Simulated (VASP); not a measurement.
MnS: elastic constants with r2SCAN+D3(BJ)+U

MnS:

```
CELL_PARAMETERS angstrom
0.00000 2.60450 2.60450
2.60450 0.00000 2.60450
2.60450 2.60450 0.00000
ATOMIC_POSITIONS crystal
Mn 0.00000 0.00000 0.00000
S 0.50000 0.50000 0.50000
```

```json
{
 "Program": "VASP 6.6.1",
 "Task": "elastic constants",
 "Functional": "r2SCAN",
 "Dispersion": "D3(BJ)",
 "Potentials or basis": "VASP PAW PBE potentials, release 64 (Mn_pv, S)",
 "Cutoff": "550 eV",
 "k mesh": "7 × 7 × 7",
 "Occupations": "methfessel-paxton, width 0.025 eV",
 "Spin": "collinear spin, ferromagnetic start",
 "Starting moments": "[5.05, 0.08] μB",
 "Hubbard terms": "Mn d U = 5.3 eV",
 "Dipole correction": "no",
 "Ions in elastic constants": "relaxed",
 "Further INCAR settings": "ALGO = Normal; EDIFF = 1e-08; NBANDS = 20; IBRION = 6; POTIM = 0.015; NSW = 1; ISIF = 3"
}
```

* Net moment: 5.00 μB per cell
* Site moments: Mn +4.69; S +0.06 μB
* Valence electrons inside the program's atomic spheres: Mn 11.27; S 3.83
* Elastic constants C11, C12, C44: 188, 51, 49 GPa
* Voigt bulk modulus: 97 GPa
* Highest phonon frequency at Γ, LO-TO splitting left out: 228 cm⁻¹
* Dispersion energy per atom: -0.192 eV

Phonon frequencies in cm⁻¹ (negative: imaginary):
```tsv
q point	frequencies
(0.000, 0.000, 0.000)	-7 -7 -7 228 228 228
```

Elastic tensor in Voigt notation (GPa, in the Cartesian axes of the cell as first typed):
```
188  51  51   0   0   0
 51 188  51   0   0   0
 51  51 188   0   0   0
  0   0   0  49   0   0
  0   0   0   0  49   0
  0   0   0   0   0  49
```

Eigenvalues of the final occupation matrices:
```tsv
site	spin	trace	eigenvalues
site 1 d	1	4.76	0.94 0.94 0.94 0.96 0.96
site 1 d	2	0.15	0.01 0.01 0.01 0.06 0.06
```

Clamped-ion elastic tensor (GPa):
```
188  51  51   0   0   0
 51 188  51   0   0   0
 51  51 188   0   0   0
  0   0   0  49   0   0
  0   0   0   0  49   0
  0   0   0   0   0  49
```

Run time: 11 min on 4 MPI ranks on Intel(R) Xeon(R) 6975P-C (Granite Rapids) (shared host), peak memory 0.36 GiB a rank.

Caveat: the cell is under stress, which shifts elastic constants; the PAW data sets were made with another functional, which shifts forces and pressure a little; a cell with one magnetic atom can't hold antiferromagnetic order, which such compounds often take. The state reached can hang on the start; a lower one may exist.
